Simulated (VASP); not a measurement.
# Na (P6_3/mmc) in VASP: notebook

Runs on Na. Level: r2SCAN. Tasks: single point.

Program: VASP 6.6.1. These are calculated values, not measurements. Logs are shortened: lines on timing, memory, paths and dates and some standing lists are left out, and cuts for length are marked.

### 1 The cell of the first run

It takes space group P6_3/mmc (No. 194, hexagonal). Conventional cell: a = 3.767 Å, b = 3.767 Å, c = 6.154 Å, α = 90.00°, β = 90.00°, γ = 120.00°. Na (site symmetry -6m2) has 12 Na at 3.77 Å within 4.9 Å.

This isn't the form of Na at room conditions, which is bcc.

### 2 Single point, r2SCAN

Input file POSCAR:

```
Na
1.0
    3.7670009976      0.0000000000      0.0000000000
   -1.8835004988      3.2623185600      0.0000000000
    0.0000000000      0.0000000000      6.1540000000
Na
2
Direct
    0.3333333333      0.6666666667      0.2500000000
    0.6666666667      0.3333333333      0.7500000000
```

Input file INCAR.step1:

```
ALGO     = Normal         # electronic algorithm
EDIFF    = 1E-4           # SCF threshold, eV
ENCUT    = 520            # plane-wave cutoff, eV
GGA      = PE             # functional
ISMEAR   = 0              # smearing method
LASPH    = True           # aspherical terms in the spheres
LCHARG   = False          # write CHGCAR
LREAL    = False          # projectors in reciprocal space
LWAVE    = True           # write WAVECAR
NBANDS   = 14             # bands
NELM     = 60             # most SCF steps
PREC     = Accurate       # precision mode
SIGMA    = 0.15           # smearing width, eV
```

Input file INCAR.step2:

```
ALGO     = Normal         # electronic algorithm
EDIFF    = 1E-6           # SCF threshold, eV
ENCUT    = 520            # plane-wave cutoff, eV
ISIF     = 2              # what is computed and relaxed
ISMEAR   = 0              # smearing method
ISTART   = 1            
LASPH    = True           # aspherical terms in the spheres
LCHARG   = False          # write CHGCAR
LMIXTAU  = True         
LREAL    = False          # projectors in reciprocal space
LWAVE    = False          # write WAVECAR
METAGGA  = R2SCAN         # meta-GGA
NBANDS   = 14             # bands
NELM     = 60             # most SCF steps
PREC     = Accurate       # precision mode
SIGMA    = 0.15           # smearing width, eV
```

Input file KPOINTS:

```
k-points
0
Gamma
  12 12 8
```

Potentials or basis: VASP PAW PBE potentials, release 64 (Na_pv).

Command:

```console
> cat potpaw_PBE.64/Na_pv/POTCAR > POTCAR
> cp INCAR.step1 INCAR
> mpirun -np 1 vasp_std > vasp.out
> cp INCAR.step2 INCAR
> mpirun -np 1 vasp_std > vasp.out
```

OUTCAR:

```text
EDIFF = 1E-6
   ENCUT = 520
   ISIF = 2
   ISMEAR = 0
   ISTART = 1
   LASPH = True
   LREAL = False
   METAGGA = R2SCAN
   NELM = 60
   PREC = Accurate

 ion  position               nearest neighbor table
   1  0.333  0.667  0.250-
   2  0.667  0.333  0.750-

  LATTYP: Found a hexagonal cell.
 ALAT       =     3.7670009976
 C/A-ratio  =     1.6336603054

  Lattice vectors:

 A1 = (   3.7670009976,   0.0000000000,   0.0000000000)
 A2 = (  -1.8835004988,   3.2623185600,   0.0000000000)
 A3 = (   0.0000000000,   0.0000000000,   6.1540000000)

Analysis of symmetry for initial positions (statically):
=====================================================================
 Subroutine PRICEL returns:
 Original cell was already a primitive cell.

 Routine SETGRP: Setting up the symmetry group for a
 hexagonal supercell.

 Subroutine GETGRP returns: Found 24 space group operations
 (whereof 12 operations were pure point group operations)
 out of a pool of 24 trial point group operations.

The static configuration has the point symmetry D_3d.
 The point group associated with its full space group is D_6h.

Analysis of symmetry for dynamics (positions and initial velocities):
=====================================================================
 Subroutine PRICEL returns:
 Original cell was already a primitive cell.

 Routine SETGRP: Setting up the symmetry group for a
 hexagonal supercell.

 Subroutine GETGRP returns: Found 24 space group operations
 (whereof 12 operations were pure point group operations)
 out of a pool of 24 trial point group operations.

The dynamic configuration has the point symmetry D_3d.
 The point group associated with its full space group is D_6h.

 Subroutine INISYM returns: Found 24 space group operations
 (whereof 12 operations are pure point group operations),
 and found     1 'primitive' translations

----------------------------------------------------------------------------------------

                                     Primitive cell

  volume of cell :      75.6275

  direct lattice vectors                    reciprocal lattice vectors
     3.767000998  0.000000000  0.000000000     0.265463163  0.153265229  0.000000000
    -1.883500499  3.262318560  0.000000000     0.000000000  0.306530457  0.000000000
     0.000000000  0.000000000  6.154000000     0.000000000  0.000000000  0.162495938

  length of vectors
     3.767000998  3.767000998  6.154000000     0.306530457  0.306530457  0.162495938

  position of ions in fractional coordinates (direct lattice)
     0.333333333  0.666666667  0.250000000
     0.666666667  0.333333333  0.750000000

  ion indices of the primitive-cell ions
   primitive index   ion index
                 1           1
                 2           2

----------------------------------------------------------------------------------------

 KPOINTS: k-points

Automatic generation of k-mesh.
 Grid dimensions read from file:
 generate k-points for:   12   12    8

 Generating k-lattice:

  Cartesian coordinates                     Fractional coordinates (reciprocal lattice)
     0.022121930  0.012772102  0.000000000     0.083333333 -0.000000000  0.000000000
     0.000000000  0.025544205  0.000000000     0.000000000  0.083333333  0.000000000
     0.000000000  0.000000000  0.020311992     0.000000000  0.000000000  0.125000000

  Length of vectors
     0.025544205  0.025544205  0.020311992

  Shift w.r.t. Gamma in fractional coordinates (k-lattice)
     0.000000000  0.000000000  0.000000000

 Subroutine IBZKPT returns following result:
 ===========================================

 Found     95 irreducible k-points:

 Following reciprocal coordinates:
            Coordinates               Weight
  0.000000  0.000000  0.000000      1.000000
  0.083333  0.000000  0.000000      6.000000
  0.166667  0.000000  0.000000      6.000000
  0.250000  0.000000  0.000000      6.000000
  0.333333  0.000000  0.000000      6.000000
  0.416667  0.000000  0.000000      6.000000
[... 16 lines left out ...]
  0.250000  0.000000  0.125000     12.000000
  0.333333  0.000000  0.125000     12.000000
 [... further k-points ...]
   k-points           NKPTS =     95   k-points in BZ     NKDIM =     95   number of bands    NBANDS=     14
   number of dos      NEDOS =    301   number of ions     NIONS =      2
   total plane-waves  NPLWV =  37632
   dimension x,y,z NGX =    28 NGY =   28 NGZ =   48
   dimension x,y,z NGXF=    56 NGYF=   56 NGZF=   96
   ions per type =               2
   NGX,Y,Z   is equivalent  to a cutoff of  12.36, 12.36, 12.97 a.u.
   NGXF,Y,Z  is equivalent  to a cutoff of  24.71, 24.71, 25.93 a.u.
 SYSTEM =  unknown system
   PREC   = accura    normal or accurate (medium, high low for compatibility)
   ISTART =      1    job   : 0-new  1-cont  2-samecut
   ICHARG =      0    charge: 1-file 2-atom 10-const
   ISPIN  =      1    spin polarized calculation?
   LNONCOLLINEAR =      F non collinear calculations
   LSORBIT =      F    spin-orbit coupling
   LASPH  =      T    aspherical Exc in radial PAW
   ENCUT  =  520.0 eV  38.22 Ry    6.18 a.u.   7.00  7.00 11.44*2*pi/ulx,y,z
   NELM   =     60;   NELMIN=  2; NELMDL=  0     # of ELM steps
   EDIFF  = 0.1E-05   stopping-criterion for ELM
   LREAL  =      F    real-space projection
   EDIFFG = 0.1E-04   stopping-criterion for IOM
   NSW    =      0    number of steps for IOM
   IBRION =     -1    ionic relax: 0-MD 1-quasi-New 2-CG
   NFREE  =      0    steps in history (QN), initial steepest desc. (CG)
   ISIF   =      2    stress and relaxation
   ISYM   =      2    0-nonsym 1-usesym 2-fastsym
   POTIM  = 0.5000    time-step for ionic-motion
   TEBEG  =    0.0;   TEEND  =   0.0 temperature during run
   PSTRESS=    0.0 pullay stress
   NELECT =      14.0000    total number of electrons
   NUPDOWN=      -1.0000    fix difference up-down
   EMIN   =  10.00;   EMAX   =-10.00  energy-range for DOS
   EFERMI =   0.00;   METHOD = LEGACY
   ISMEAR =     0;   SIGMA  =   0.15  broadening in eV -4-tet -1-fermi 0-gaus
   EFERMI_NEDOS =   21; number of points for ismear=-14 and -15
   IALGO  =     38    algorithm
   IMIX   =      4    mixing-type and parameters
     AMIX     =   0.40;   BMIX     =  1.00
     AMIX_MAG =   1.60;   BMIX_MAG =  1.00
  volume/ion in A,a.u.               =      37.81       255.18
  Fermi-wavevector in a.u.,A,eV,Ry     =   0.933020  1.763152 11.844231  0.870526
  Thomas-Fermi vector in A             =   2.059678
   LORBIT       =      0    0 simple, 1 ext, 2 COOP (PROOUT), +10 PAW based schemes
   METAGGA = R2SCAN    functional components
   LHFCALC =     F    Hartree Fock is set to
   AEXX    =    0.0000 exact exchange contribution
   IVDW    =     0    specifies the selected vdW correction
   LEPSILON=     F    determine dielectric tensor
   LRPA    =     F    only Hartree local field effects (RPA)
 non-spin polarized calculation
 Gauss-broadening in eV      SIGMA  =   0.15
  energy-cutoff  :      520.00
  volume of cell :       75.63
 maximum number of plane-waves:      2059
 NGX is ok and might be reduce to    28
   NGX = 13   NGY = 13   NGZ = 23

 number of electron      14.0000011 magnetization

 Free energy of the ion-electron system (eV)
  ---------------------------------------------------
  ext. energy  EPLUGINS =         0.00000000
  ---------------------------------------------------
  free energy    TOTEN  =        -7.11474922 eV

  energy without entropy =       -7.10629608  energy(sigma->0) =       -7.11052265

 E-fermi :   0.2819     XC(G=0):  -6.8632

 val. band max:        0.2726464655   @ k =   0.2500   0.2500   0.3750
 cond. band min:       0.3499414291   @ k =   0.4167   0.0833   0.2500
 fundamental gap:      0.0772949636
 Fermi energy:         0.2819164556

 k-point     1 :       0.0000    0.0000    0.0000
  band No.  band energies     occupation
      1     -25.7657      2.00000
      2     -25.7372      2.00000
      3     -25.7369      2.00000
      4     -25.7326      2.00000
      5     -25.7325      2.00000
      6     -25.7324      2.00000
      7      -3.1568      2.00000
      8       0.7866      0.00000
      9       1.4396      0.00000
     10      10.8272      0.00000
     11      10.8274      0.00000
     12      11.3186      0.00000
     13      11.3309      0.00000
     14      11.3309      0.00000

 k-point     2 :       0.0833    0.0000    0.0000
  band No.  band energies     occupation
      1     -25.7649      2.00000
      2     -25.7387      2.00000
      3     -25.7376      2.00000
      4     -25.7342      2.00000
      5     -25.7328      2.00000
      6     -25.7328      2.00000
      7      -3.0484      2.00000
      8       0.8844      0.00000
      9       1.5422      0.00000
     10       9.1112      0.00000
     11      10.1143      0.00000
     12      10.5472      0.00000
     13      12.1320      0.00000
     14      12.1326      0.00000

 k-point     3 :       0.1667    0.0000    0.0000
  band No.  band energies     occupation
      1     -25.7628      2.00000
      2     -25.7432      2.00000
      3     -25.7391      2.00000
      4     -25.7388      2.00000
      5     -25.7336      2.00000
      6     -25.7336      2.00000
      7      -2.7246      2.00000
      8       1.1781      0.00000
      9       1.8442      0.00000
     10       7.1445      0.00000
     11       9.3502      0.00000
     12       9.4629      0.00000
     13      10.6648      0.00000
     14      11.9275      0.00000

 k-point     4 :       0.2500    0.0000    0.0000
  band No.  band energies     occupation
      1     -25.7596      2.00000
      2     -25.7496      2.00000
      3     -25.7451      2.00000
      4     -25.7410      2.00000
      5     -25.7350      2.00000
      6     -25.7348      2.00000
      7      -2.1891      2.00000
      8       1.6685      0.00000
      9       2.3178      0.00000
     10       5.3374      0.00000
     11       8.3943      0.00000
     12       8.7453      0.00000
     13       8.8000      0.00000
     14      10.8680      0.00000

 k-point     5 :       0.3333    0.0000    0.0000
  band No.  band energies     occupation
      1     -25.7560      2.00000
      2     -25.7559      2.00000
      3     -25.7513      2.00000
      4     -25.7428      2.00000
      5     -25.7370      2.00000
      6     -25.7359      2.00000
      7      -1.4485      2.00000
      8       2.3569      0.00000
      9       2.7423      0.00000
     10       3.9315      0.00000
     11       7.1145      0.00000
[... 276 lines left out ...]
 k-point    22 :       0.1667    0.0000    0.1250
  band No.  band energies     occupation
      1     -25.7619      2.00000
      2     -25.7429      2.00000
      3     -25.7396      2.00000
      4     -25.7388      2.00000
      5     -25.7341      2.00000
      6     -25.7338      2.00000
      7      -2.6566      2.00000
      8       0.4911      0.04861
      9       2.6447      0.00000
     10       7.2032      0.00000
     11       9.3450      0.00000
     12       9.4049      0.00000
     13      10.3463      0.00000
     14      11.6350      0.00000

 k-point    23 :       0.2500    0.0000    0.1250
  band No.  band energies     occupation
      1     -25.7593      2.00000
      2     -25.7489      2.00000
      3     -25.7458      2.00000
      4     -25.7407      2.00000
      5     -25.7354      2.00000
      6     -25.7350      2.00000
      7      -2.1218      2.00000
      8       0.9914      0.00000
      9       3.0962      0.00000
     10       5.4099      0.00000
     11       7.9321      0.00000
     12       8.8005      0.00000
     13       9.0905      0.00000
     14      11.1212      0.00000

 k-point    24 :       0.3333    0.0000    0.1250
  band No.  band energies     occupation
      1     -25.7585      2.00000
      2     -25.7532      2.00000
      3     -25.7514      2.00000
      4     -25.7426      2.00000
      5     -25.7371      2.00000
      6     -25.7362      2.00000
      7      -1.3821      2.00000
      8       1.6705      0.00000
      9       3.2835      0.00000
     10       4.2484      0.00000
     11       6.4224      0.00000
     12       7.9666      0.00000
     13       8.3663      0.00000
     14      10.1328      0.00000

 [... further k-points ...]

------------------------ aborting loop because EDIFF is reached ----------------------------------------

  FORCE on cell =-STRESS in cart. coord.  units (eV):
  Direction    XX          YY          ZZ          XY          YZ          ZX
  --------------------------------------------------------------------------------------
  -------------------------------------------------------------------------------------
  Total        0.0298795      0.0298795     -0.0274312      0.0000000      0.0000000      0.0000000
  in kB        0.6330016      0.6330016     -0.5811341      0.0000000      0.0000000      0.0000000
  external PRESSURE =       0.2282897 kB  Pullay stress =       0.0000000 kB

 VOLUME and BASIS-vectors are now :
 -----------------------------------------------------------------------------
  energy-cutoff  :      520.00
  volume of cell :       75.63
      direct lattice vectors                 reciprocal lattice vectors
     3.767000998  0.000000000  0.000000000     0.265463163  0.153265229  0.000000000
    -1.883500499  3.262318560  0.000000000     0.000000000  0.306530457  0.000000000
     0.000000000  0.000000000  6.154000000     0.000000000  0.000000000  0.162495938

 POSITION                                       TOTAL-FORCE (eV/Angst)
 -----------------------------------------------------------------------------------
     -0.00000      2.17488      1.53850        -0.000000      0.000000      0.000000
      1.88350      1.08744      4.61550         0.000000      0.000000      0.000000
 -----------------------------------------------------------------------------------
    total drift:                                0.000000     -0.000000      0.000000

  FREE ENERGIE OF THE ION-ELECTRON SYSTEM (eV)
  ---------------------------------------------------
  free  energy   TOTEN  =        -7.1147492193 eV

  energy  without entropy=       -7.1062960798  energy(sigma->0) =       -7.11052265
```

Run time: 2 min. Hardware: 1 thread of Intel Xeon 6975P-C (Granite Rapids), shared host; peak memory 0.23 GiB.

What came out:

```yaml
Free_energy: -7.1147 eV
Pressure: 0.0 GPa
Band_gap_on_the_k_mesh: zero (bands 7 and 8 overlap by 4.51 eV)
```

Levels at points of the mesh, in eV from the Fermi level:
```csv
k point,band 5,band 6,band 7,band 8,band 9,band 10
"(0.00, 0.00, 0.00)",-26.01,-26.01,-3.44,0.50,1.16,10.55
"(0.50, 0.00, 0.00)",-26.02,-26.02,0.21,0.46,4.00,4.10
"(0.00, 0.00, 0.50)",-26.02,-26.02,-2.35,-2.35,5.88,5.88
"(0.50, 0.00, 0.50)",-26.02,-26.02,1.06,1.06,1.74,1.74
```

Caveat: the PAW data sets were made with another functional, which shifts forces and pressure a little.

### 3 Single point, r2SCAN

POSCAR is that of step 2.

Input file INCAR.step1:

```
SYSTEM = Na
PREC     = Accurate       ! precision mode
ENCUT    = 520            ! plane-wave cutoff, eV
ISMEAR   = 0              ! smearing method
SIGMA    = 0.15           ! smearing width, eV
LREAL    = .FALSE.        ! projectors in reciprocal space
LASPH    = .TRUE.         ! aspherical terms in the spheres
NELM     = 60             ! most SCF steps
NBANDS   = 14             ! bands
GGA      = PE             ! functional
ALGO     = Normal         ! electronic algorithm
EDIFF    = 1E-4           ! SCF threshold, eV
LWAVE    = .TRUE.         ! write WAVECAR
LCHARG   = .FALSE.        ! write CHGCAR
```

Input file INCAR.step2:

```
SYSTEM = Na
PREC     = Accurate       ! precision mode
ENCUT    = 520            ! plane-wave cutoff, eV
EDIFF    = 1E-6           ! SCF threshold, eV
ISMEAR   = 0              ! smearing method
SIGMA    = 0.15           ! smearing width, eV
LREAL    = .FALSE.        ! projectors in reciprocal space
LASPH    = .TRUE.         ! aspherical terms in the spheres
NELM     = 60             ! most SCF steps
ALGO     = Normal         ! electronic algorithm
ISIF     = 2              ! what is computed and relaxed
LWAVE    = .FALSE.        ! write WAVECAR
LCHARG   = .FALSE.        ! write CHGCAR
METAGGA  = R2SCAN         ! meta-GGA
LMIXTAU  = .TRUE.       
NBANDS   = 14             ! bands
ISTART   = 1
```

Input file KPOINTS:

```
Automatic mesh
0
G
  18 18 10
  0 0 0
```

Potentials or basis: VASP PAW PBE potentials, release 64 (Na_pv).

Command:

```console
> cat potpaw_PBE.64/Na_pv/POTCAR > POTCAR
> cp INCAR.step1 INCAR
> mpirun -np 1 vasp_std > vasp.out
> cp INCAR.step2 INCAR
> mpirun -np 1 vasp_std > vasp.out
```

Wall time 4.1 min (1 thread of Intel Xeon 6975P-C (Granite Rapids), shared host); peak memory 0.3 GiB.

Results (log left out):

```
Free energy            : -7.1121 eV
Pressure               : 0.0 GPa
Band gap on the k mesh : zero (bands 7 and 8 overlap by 4.51 eV)
```

Levels at points of the mesh, in eV from the Fermi level:
| k point | band 3 | band 4 | band 5 | band 6 | band 7 | band 8 | band 9 | band 10 | band 11 | band 12 |
| --- | --- | --- | --- | --- | --- | --- | --- | --- | --- | --- |
| (0.00, 0.00, 0.00) | -26.04 | -26.03 | -26.03 | -26.03 | -3.46 | 0.49 | 1.14 | 10.53 | 10.53 | 11.02 |
| (0.50, 0.00, 0.00) | -26.05 | -26.05 | -26.04 | -26.04 | 0.19 | 0.44 | 3.98 | 4.08 | 4.70 | 4.90 |
| (0.00, 0.00, 0.50) | -26.04 | -26.04 | -26.04 | -26.04 | -2.37 | -2.37 | 5.86 | 5.86 | 11.10 | 11.10 |
| (0.50, 0.00, 0.50) | -26.04 | -26.04 | -26.04 | -26.04 | 1.04 | 1.04 | 1.72 | 1.72 | 8.04 | 8.04 |

Caveat: the PAW data sets were made with another functional, which shifts forces and pressure a little.
